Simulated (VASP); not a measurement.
# Ru (P6_3/mmc) in VASP: vibrations by perturbation theory with PBE

Aim: the vibrations by perturbation theory of Ru with PBE.

Everything below comes from runs of VASP 6.6.1. Logs are shortened: lines on timing, memory, paths and dates and some standing lists are left out, and cuts for length are marked.

### 1 The cell of the first run

It takes space group P6_3/mmc (No. 194, hexagonal). The conventional cell has a = 2.722 Å, b = 2.722 Å, c = 4.296 Å, α = 90.00°, β = 90.00°, γ = 120.00°. Within 3.5 Å of Ru (site symmetry -6m2) lie 12 Ru at 2.66 to 2.72 Å.

### 2 Vibrations by perturbation theory, PBE

Contents of INCAR:

```
SYSTEM = Ru
  PREC = Accurate
  ENCUT = 520
  EDIFF = 1E-8
  ISMEAR = 0
  SIGMA = 0.3
  LREAL = .False.
  LASPH = .True.
  NELM = 80
  ALGO = Normal
  ISIF = 2
  LWAVE = .False.
  LCHARG = .False.
  GGA = PE
  NBANDS = 21
  IBRION = 8
  NSW = 1
```

Contents of KPOINTS:

```
Automatic mesh
0
Gamma
  18 18 10
  0 0 0
```

Contents of POSCAR:

```
Ru
1.0
    2.7217014343      0.0000000000      0.0000000000
   -1.3608507172      2.3570625836      0.0000000000
    0.0000000000      0.0000000000      4.2958645107
Ru
2
Direct
    0.3333333333      0.6666666667      0.2500000000
    0.6666666667      0.3333333333      0.7500000000
```

Potentials or basis: VASP PAW PBE potentials, release 64 (Ru_pv).

Run with:

```bash
cat potpaw_PBE.64/Ru_pv/POTCAR > POTCAR
mpirun -np 1 vasp_std > vasp.out
```

OUTCAR:

```text
SYSTEM = Ru
   PREC = Accurate
   ENCUT = 520
   EDIFF = 1E-8
   ISMEAR = 0
   LREAL = .False.
   LASPH = .True.
   NELM = 80
   ISIF = 2
   GGA = PE
   IBRION = 8
   NSW = 1

 ion  position               nearest neighbor table
   1  0.333  0.667  0.250-   2 2.66   2 2.66   2 2.66   2 2.66   2 2.66   2 2.66
   2  0.667  0.333  0.750-   1 2.66   1 2.66   1 2.66   1 2.66   1 2.66   1 2.66

  LATTYP: Found a hexagonal cell.
 ALAT       =     2.7217014343
 C/A-ratio  =     1.5783746360

  Lattice vectors:

 A1 = (   2.7217014343,   0.0000000000,   0.0000000000)
 A2 = (  -1.3608507172,   2.3570625836,   0.0000000000)
 A3 = (   0.0000000000,   0.0000000000,   4.2958645107)

Analysis of symmetry for initial positions (statically):
=====================================================================
 Subroutine PRICEL returns:
 Original cell was already a primitive cell.

 Routine SETGRP: Setting up the symmetry group for a
 hexagonal supercell.

 Subroutine GETGRP returns: Found 24 space group operations
 (whereof 12 operations were pure point group operations)
 out of a pool of 24 trial point group operations.

The static configuration has the point symmetry D_3d.
 The point group associated with its full space group is D_6h.

Analysis of symmetry for dynamics (positions and initial velocities):
=====================================================================
 Subroutine PRICEL returns:
 Original cell was already a primitive cell.

 Routine SETGRP: Setting up the symmetry group for a
 hexagonal supercell.

 Subroutine GETGRP returns: Found 24 space group operations
 (whereof 12 operations were pure point group operations)
 out of a pool of 24 trial point group operations.

The dynamic configuration has the point symmetry D_3d.
 The point group associated with its full space group is D_6h.

 Subroutine INISYM returns: Found 24 space group operations
 (whereof 12 operations are pure point group operations),
 and found     1 'primitive' translations

----------------------------------------------------------------------------------------

                                     Primitive cell

  volume of cell :      27.5589

  direct lattice vectors                    reciprocal lattice vectors
     2.721701434  0.000000000  0.000000000     0.367417229  0.212128436  0.000000000
    -1.360850717  2.357062584  0.000000000     0.000000000  0.424256872  0.000000000
     0.000000000  0.000000000  4.295864511     0.000000000  0.000000000  0.232782016

  length of vectors
     2.721701434  2.721701434  4.295864511     0.424256872  0.424256872  0.232782016

  position of ions in fractional coordinates (direct lattice)
     0.333333333  0.666666667  0.250000000
     0.666666667  0.333333333  0.750000000

  ion indices of the primitive-cell ions
   primitive index   ion index
                 1           1
                 2           2

----------------------------------------------------------------------------------------

 KPOINTS: Automatic mesh

Automatic generation of k-mesh.
 Grid dimensions read from file:
 generate k-points for:   18   18   10

 Generating k-lattice:

  Cartesian coordinates                     Fractional coordinates (reciprocal lattice)
     0.020412068  0.011784913  0.000000000     0.055555556  0.000000000  0.000000000
     0.000000000  0.023569826  0.000000000     0.000000000  0.055555556  0.000000000
     0.000000000  0.000000000  0.023278202     0.000000000  0.000000000  0.100000000

  Length of vectors
[... 87 lines left out ...]
 Gauss-broadening in eV      SIGMA  =   0.30
  energy-cutoff  :      520.00
  volume of cell :       27.56
 maximum number of plane-waves:       759
   NGX = 11   NGY = 11   NGZ = 15

--------------------------------------- Ionic step        1  -------------------------------------------

 number of electron      28.0000013 magnetization

 Free energy of the ion-electron system (eV)
  ---------------------------------------------------
  ext. energy  EPLUGINS =         0.00000000
  ---------------------------------------------------
  free energy    TOTEN  =       -18.50629228 eV

  energy without entropy =      -18.43003830  energy(sigma->0) =      -18.46816529

 E-fermi :  12.5836     XC(G=0): -14.0275

 val. band max:       12.5652505112   @ k =   0.4444   0.1111   0.5000
 cond. band min:      12.5837224342   @ k =   0.2222   0.1111   0.1000
 fundamental gap:      0.0184719230
 Fermi energy:        12.5835522532

 k-point     1 :       0.0000    0.0000    0.0000
  band No.  band energies     occupation
      1     -31.0225      2.00000
      2     -30.1333      2.00000
      3     -30.1333      2.00000
      4     -29.9686      2.00000
      5     -29.9686      2.00000
      6     -29.9275      2.00000
[... 565 lines left out ...]
     20      23.0141      0.00000
     21      23.6125      0.00000

 [... further k-points ...]

------------------------ aborting loop because EDIFF is reached ----------------------------------------

  FORCE on cell =-STRESS in cart. coord.  units (eV):
  Direction    XX          YY          ZZ          XY          YZ          ZX
  --------------------------------------------------------------------------------------
  -------------------------------------------------------------------------------------
  Total       -0.0212152     -0.0212152     -0.0180884      0.0000000      0.0000000      0.0000000
  in kB       -1.2333739     -1.2333739     -1.0515925      0.0000000      0.0000000      0.0000000
  external PRESSURE =      -1.1727801 kB  Pullay stress =       0.0000000 kB

 VOLUME and BASIS-vectors are now :
 -----------------------------------------------------------------------------
  energy-cutoff  :      520.00
  volume of cell :       27.56
      direct lattice vectors                 reciprocal lattice vectors
     2.721701434  0.000000000  0.000000000     0.367417229  0.212128436  0.000000000
    -1.360850717  2.357062584  0.000000000     0.000000000  0.424256872  0.000000000
     0.000000000  0.000000000  4.295864511     0.000000000  0.000000000  0.232782016

 POSITION                                       TOTAL-FORCE (eV/Angst)
 -----------------------------------------------------------------------------------
     -0.00000      1.57138      1.07397        -0.000000      0.000000      0.000000
      1.36085      0.78569      3.22190         0.000000     -0.000000      0.000000
 -----------------------------------------------------------------------------------
    total drift:                               -0.000000      0.000000     -0.000000

  FREE ENERGIE OF THE ION-ELECTRON SYSTEM (eV)
  ---------------------------------------------------
  free  energy   TOTEN  =       -18.5062922835 eV

  energy  without entropy=      -18.4300382982  energy(sigma->0) =      -18.46816529

[... ionic steps 2 to 3 ...]

--------------------------------------- Ionic step        4  -------------------------------------------

------------------------ aborting loop because EDIFF is reached ----------------------------------------

[... ionic steps 5 to 5 ...]

--------------------------------------- Ionic step        6  -------------------------------------------

 Free energy of the ion-electron system (eV)
  ---------------------------------------------------
  ---------------------------------------------------
  free energy    TOTEN  =        -0.74008014 eV

  energy without entropy =       -0.74008014

------------------------ aborting loop because EDIFF is reached ----------------------------------------

 INTERNAL STRAIN TENSOR  FOR ION    1  DIRECTION 3   (eV/Angst):
 -----------------------------------------------------------------------------
    -0.05939  0.00000 -0.00000
     0.00000 -0.05939  0.00000
     0.00000 -0.00000  0.12523

 INTERNAL STRAIN TENSOR FOR ION    2 for displacements in x,y,z  (eV/Angst):
          X           Y           Z          XY          YZ          ZX
  --------------------------------------------------------------------------------
  x    -0.00000     0.00000     0.00000     2.66556     0.00000     0.00000
  y     2.66556    -2.66556     0.00000     0.00000     0.00000     0.00000
  z    -0.00000    -0.00000     0.00000    -0.00000     0.00000    -0.00000

 SECOND DERIVATIVES (NOT SYMMETRIZED)
 ------------------------------------
               1X          1Y          1Z          2X          2Y          2Z
  1X    -6.851208    0.000000    0.000000    6.851208   -0.000000    0.000000
  1Y     0.000000   -6.851208    0.000000   -0.000000    6.851208    0.000000
  1Z     0.000000    0.000000  -11.559586    0.000000    0.000000   11.559586
  2X     6.851208   -0.000000    0.000000   -6.851208    0.000000    0.000000
  2Y    -0.000000    6.851208    0.000000    0.000000   -6.851208    0.000000
  2Z     0.000000    0.000000   11.559586    0.000000    0.000000  -11.559586

 Eigenvectors and eigenvalues of the dynamical matrix
 ----------------------------------------------------

   1 f  =    7.476972 THz    46.979199 2PiTHz  249.404929 cm-1    30.922256 meV
             X         Y         Z           dx          dy          dz
     -0.000000  1.571375  1.073966     0.000000    0.000000    0.707107
      1.360851  0.785688  3.221898     0.000000   -0.000000   -0.707107
[... 11 lines left out ...]
   4 f  =    0.000000 THz     0.000000 2PiTHz    0.000001 cm-1     0.000000 meV
             X         Y         Z           dx          dy          dz
     -0.000000  1.571375  1.073966    -0.022710    0.619436   -0.340269
      1.360851  0.785688  3.221898    -0.022710    0.619436   -0.340269

   5 f/i=    0.000000 THz     0.000000 2PiTHz    0.000000 cm-1     0.000000 meV
             X         Y         Z           dx          dy          dz
     -0.000000  1.571375  1.073966     0.706729    0.017855   -0.014663
      1.360851  0.785688  3.221898     0.706729    0.017855   -0.014663

   6 f/i=    0.000000 THz     0.000000 2PiTHz    0.000003 cm-1     0.000000 meV
             X         Y         Z           dx          dy          dz
     -0.000000  1.571375  1.073966    -0.004253   -0.340558   -0.619679
      1.360851  0.785688  3.221898    -0.004253   -0.340558   -0.619679

--------------------------------------------------------------------------------------------------------

 ELASTIC MODULI CONTR FROM IONIC RELAXATION (kBar)
 Direction    XX          YY          ZZ          XY          YZ          ZX
 --------------------------------------------------------------------------------
 XX         -60.2919     60.2919      0.0000      0.0000      0.0000     -0.0000
 YY          60.2919    -60.2919      0.0000      0.0000      0.0000     -0.0000
 ZZ           0.0000      0.0000     -0.0000      0.0000     -0.0000      0.0000
 XY           0.0000      0.0000      0.0000    -60.2919      0.0000     -0.0000
 YZ           0.0000      0.0000     -0.0000      0.0000     -0.0000      0.0000
 ZX          -0.0000     -0.0000      0.0000     -0.0000      0.0000     -0.0000
 --------------------------------------------------------------------------------
```

Run time: 22 min. Hardware: 1 thread of Intel Xeon Platinum 8175M at 2.50GHz (Skylake/Cascade Lake), shared host; peak memory 1 GiB.

Results:

```
Highest phonon frequency at Γ : 249 cm⁻¹
```

Phonon frequencies in cm⁻¹ (negative: imaginary):
```csv
q point,frequencies
"(0.000, 0.000, 0.000)",0 0 0 192 192 249
```

Caveat: so wide a smearing shifts energies and pressures.
